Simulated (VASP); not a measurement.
A run of VASP 6.6.1 is set up as follows.

The input INCAR:

```
SYSTEM = SnO
ALGO = Normal
EDIFF = 1E-7
ENCUT = 520
GGA = PE
ISIF = 2
ISMEAR = 0
LASPH = .TRUE.
LCHARG = .FALSE.
LREAL = .FALSE.
LWAVE = .FALSE.
NBANDS = 28
NELM = 60
PREC = Accurate
SIGMA = 0.012
```

The input KPOINTS:

```
k-points
0
G
  7 7 6
  0 0 0
```

The input POSCAR:

```
SnO
1.0
    3.8136952200      0.0000000000      0.0000000000
    0.0000000000      3.8136952200      0.0000000000
    0.0000000000      0.0000000000      4.8869133000
Sn O
2 2
Direct
    0.5000000000      0.0000000000      0.7646261400
    0.0000000000      0.5000000000      0.2353738600
    0.0000000000      0.0000000000      0.0000000000
    0.5000000000      0.5000000000      0.0000000000
```

Potentials or basis: VASP PAW PBE potentials, release 64 (Sn_d, O).

Command:

```console
$ cat potpaw_PBE.64/Sn_d/POTCAR potpaw_PBE.64/O/POTCAR > POTCAR
$ mpirun -np 1 vasp_std > vasp.out
```

(1) What does it give for the largest force?

(2) What does it give for the band gap on the k mesh?

(3) Estimate the pressure.

## Answers

(1) 0.455 eV/Å.

(2) 0.38 eV (least direct gap 2.05 eV).

(3) 3.8 GPa.

Caveat: the cell stands under pressure; spin-orbit coupling is left out, which moves the levels of the heavy elements; an odd mesh through Γ misses points on the zone boundary, where band edges can lie.
